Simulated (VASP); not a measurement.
The system is Ca2GeSb2.

```xyz
5
Lattice="4.7207 0.0000 0.0000 -2.3604 4.0883 0.0000 0.0000 0.0000 7.8246" Properties=species:S:1:pos:R:3 pbc="T T T"
Ca    2.3604    1.3628    3.0013
Ca    0.0000    2.7255    4.8233
Ge    0.0000    0.0000    0.0000
Sb    2.3604    1.3628    6.0789
Sb    0.0000    2.7255    1.7457
```

```yaml
Program: VASP 6.6.1
Task: relaxation of cell and atoms
Functional: PBEsol
Potentials_or_basis: VASP PAW PBE potentials, release 64 (Ca_sv, Ge_d, Sb)
Cutoff: 600 eV
k_mesh: 6 × 6 × 4
Occupations: fermi-dirac, width 0.03 eV
Spin: no spin polarisation
```

At the start: pressure 1.5 GPa; volume 30.20 Å³/atom.

Q: How do energy, volume and symmetry change on relaxing?

A: Over 32 steps the energy falls by 221.4 meV/atom and the volume is 29.98 Å³/atom (-0.7 %); space group P-3m1 (No. 164, to 0.1 Å) before and after.

Step by step:
| step | energy change (eV) | largest force (eV/Å) | pressure (GPa) | volume (Å³) |
| --- | --- | --- | --- | --- |
| 1 | 0.0000 | 1.1222 | 1.54 | 151.01 |
| 2 | -0.2031 | 0.9223 | -0.37 | 157.41 |
| 3 | -0.2945 | 0.6867 | -2.82 | 168.06 |
| 4 | -0.4285 | 0.5818 | -2.49 | 165.40 |
| 5 | -0.7349 | 0.3593 | -1.34 | 157.29 |
| 6 | -0.7939 | 1.0481 | 3.73 | 140.35 |
| 7 | -0.8669 | 0.3380 | -0.41 | 152.07 |
| 8 | -0.9612 | 0.3845 | 1.00 | 146.27 |
| 9 | -0.9619 | 0.4207 | 1.19 | 145.69 |
| 10 | -1.0049 | 0.5206 | 0.31 | 148.77 |
| 11 | -1.0051 | 0.5122 | 0.35 | 148.58 |
| 12 | -1.0325 | 0.3782 | -0.18 | 150.19 |
| 13 | -1.0469 | 0.2104 | -0.94 | 152.84 |
| 14 | -1.0633 | 0.2432 | -0.49 | 151.01 |
| 15 | -1.0685 | 0.2872 | 0.11 | 148.99 |
| 16 | -1.0686 | 0.2808 | 0.04 | 149.26 |
| 17 | -1.0751 | 0.2407 | 0.08 | 149.14 |
| 18 | -1.0891 | 0.1202 | 0.24 | 148.78 |
| 19 | -1.0920 | 0.1979 | 0.61 | 148.08 |
| 20 | -1.0949 | 0.1338 | 0.45 | 148.37 |
| 21 | -1.1001 | 0.1328 | 0.04 | 149.83 |
| 22 | -1.1008 | 0.1323 | -0.21 | 150.72 |
| 23 | -1.1031 | 0.1040 | -0.17 | 150.50 |
| 24 | -1.1057 | 0.0251 | -0.05 | 149.91 |
| 25 | -1.1068 | 0.0201 | 0.11 | 149.49 |
| 26 | -1.1068 | 0.0201 | 0.12 | 149.47 |
| 27 | -1.1070 | 0.0150 | -0.04 | 150.10 |
| 28 | -1.1070 | 0.0165 | -0.01 | 149.93 |
| 29 | -1.1071 | 0.0116 | -0.01 | 149.94 |
| 30 | -1.1071 | 0.0121 | -0.01 | 149.96 |
| 31 | -1.1071 | 0.0102 | -0.01 | 149.96 |
| 32 | -1.1071 | 0.0099 | 0.03 | 149.91 |

Final structure:
```
Ca Ge Sb
1.0
     5.20224    0.00000    0.00000
    -2.60112    4.50527    0.00000
     0.00000    0.00000    6.39626
Ca Ge Sb
2 1 2
Direct
  0.66667 0.33333 0.28225
  0.33333 0.66667 0.71775
  0.00000 0.00000 0.00000
  0.66667 0.33333 0.78184
  0.33333 0.66667 0.21816
```

Caveat: a cell axis changed by over 15 % at a fixed basis, so the end point is rough; the PAW data sets were made with another functional, which shifts forces and pressure a little.
